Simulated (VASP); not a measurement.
**TiB: single point with PBEsol**

TiB:

```xyz
8
Lattice="6.0586 0.0000 0.0000 0.0000 3.0330 0.0000 0.0000 0.0000 4.5268" Properties=species:S:1:pos:R:3 pbc="T T T"
Ti    1.0747    0.7582    0.5523
Ti    4.9839    2.2747    3.9744
Ti    1.9546    2.2747    2.8157
Ti    4.1040    0.7582    1.7111
B     0.1829    0.7582    2.7164
B     5.8757    2.2747    1.8103
B     2.8464    2.2747    0.4530
B     3.2122    0.7582    4.0737
```

```
Program             : VASP 6.6.1
Task                : single point
Functional          : PBEsol
Potentials or basis : VASP PAW PBE potentials, release 64 (Ti_sv, B)
Cutoff              : 520 eV
k mesh              : 6 × 12 × 8
Occupations         : gaussian, width 0.1 eV
Spin                : no spin polarisation
```

```
Pressure               : 0.1 GPa
Largest force          : 0.009 eV/Å
Band gap on the k mesh : zero (bands 30 and 31 overlap by 1.72 eV)
```

Forces in eV/Å, atoms in the order of the input:
```
Ti  -0.005  0.000 -0.008
Ti   0.005  0.000  0.008
Ti   0.005  0.000 -0.008
Ti  -0.005  0.000  0.008
B    0.002  0.000  0.007
B   -0.002  0.000 -0.007
B   -0.002  0.000  0.007
B    0.002  0.000 -0.007
```

Levels at points of the mesh, in eV from the Fermi level:
| k point | band 26 | band 27 | band 28 | band 29 | band 30 | band 31 | band 32 | band 33 | band 34 | band 35 |
| --- | --- | --- | --- | --- | --- | --- | --- | --- | --- | --- |
| (0.00, 0.00, 0.00) | -1.32 | -0.97 | -0.64 | 0.63 | 0.81 | 0.95 | 1.25 | 1.53 | 1.68 | 1.70 |
| (0.50, 0.00, 0.00) | -1.50 | -1.11 | -1.11 | 0.48 | 0.48 | 0.83 | 0.83 | 1.78 | 1.78 | 2.24 |
| (0.00, 0.50, 0.00) | -1.95 | -1.93 | -1.93 | -0.84 | -0.84 | -0.33 | -0.33 | 3.06 | 3.06 | 3.40 |
| (0.50, 0.50, 0.00) | -1.94 | -1.94 | -1.94 | -0.70 | -0.70 | -0.70 | -0.70 | 3.35 | 3.35 | 3.35 |
| (0.00, 0.00, 0.50) | -1.53 | -0.91 | -0.91 | -0.08 | -0.08 | 1.64 | 1.64 | 2.12 | 2.12 | 2.33 |
| (0.50, 0.00, 0.50) | -2.07 | -1.19 | -1.19 | 0.28 | 0.28 | 1.09 | 1.09 | 2.00 | 2.00 | 2.45 |
| (0.00, 0.50, 0.50) | -1.38 | -1.32 | -1.32 | 0.07 | 0.07 | 0.61 | 0.61 | 1.07 | 1.07 | 1.42 |
| (0.50, 0.50, 0.50) | -1.68 | -1.68 | -1.68 | -0.46 | -0.46 | -0.46 | -0.46 | 2.56 | 2.56 | 2.56 |

Run time: 48 min on 1 thread of Oxide Virtual Turin-like Processor (shared host), peak memory 0.41 GiB.

Caveat: the PAW data sets were made with another functional, which shifts forces and pressure a little.
